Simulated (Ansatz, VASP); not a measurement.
**One calculation of Zn, two programs**

Contents of INCAR:

```
PREC     = Accurate       # precision mode
ENCUT    = 500            # plane-wave cutoff, eV
EDIFF    = 1E-6           # SCF threshold, eV
ISMEAR   = 0              # smearing method
SIGMA    = 0.15           # smearing width, eV
LREAL    = False          # projectors in reciprocal space
LASPH    = True           # aspherical terms in the spheres
NELM     = 120            # most SCF steps
ALGO     = Normal         # electronic algorithm
ISIF     = 2              # what is computed and relaxed
LWAVE    = False          # write WAVECAR
LCHARG   = False          # write CHGCAR
GGA      = PE             # functional
NBANDS   = 19             # bands
GGA_COMPAT= False
```

Contents of KPOINTS:

```
Automatic mesh
0
Gamma
  24 24 10
```

POSCAR

```
Zn
1.0
    2.6647980532     -0.0399719708      0.0000000000
   -1.3670157687      2.3277687954      0.0000000000
    0.0000000000      0.0000000000      4.9467000000
Zn
2
Direct
    0.3333333333      0.6666666667      0.2500000000
    0.6666666667      0.3333333333      0.7500000000
```

Input for Ansatz:

```yaml
crystal:
  lattice:
    - [2.6647980532, -0.0399719708, 0.0]
    - [-1.3670157687, 2.3277687954, 0.0]
    - [0.0, 0.0, 4.9467]
  atoms:
    - { symbol: Zn, position: [0.3333333333, 0.6666666667, 0.25] }
    - { symbol: Zn, position: [0.6666666667, 0.3333333333, 0.75] }
basis:
  ecutwfc: 420
kpoints:
  mp_grid: { grid: [24, 24, 10] }
hamiltonian:
  xc: pbe
scf:
  occupations: { method: gaussian, width: 0.15 }
output:
  forces: true
  stress: true
  eigenvalues: true
  write_density: true
  write_potential: true
  elf: true
  volumetric_format: npy
```

Change from the starting cell: strain -0.0300 x Voigt [0, 0, 0, 0, 0, 1], atoms carried along.

Alike in both runs: task single point; functional PBE; k mesh 24 × 24 × 10; occupations gaussian, width 0.15 eV; no spin polarisation.

```csv
,VASP,Ansatz
version,VASP 6.6.1,Ansatz 0.2.0
potentials or method,"VASP PAW PBE potentials, release 64 (Zn), cutoff 500 eV","scalar-relativistic, plane waves, PAW"
valence electrons in the cell,24,24
```

|  | VASP | Ansatz | Ansatz less VASP |
| --- | --- | --- | --- |
| gap on the k mesh at the Fermi level (eV) | none | none | - |
| pressure (GPa) | 0.1 | -0.2 | -0.33 |
| traceless stress, the component that is largest in VASP (GPa) | 1.83 | 1.83 | -0.008 |
| rms of the force components (eV/Å) | 0.005 | 0.006 | +0.0012 |

Atom by atom the forces differ by 0.001 eV/Å (rms over components). A gap of «none» marks a metal or a gap that the smearing closes.
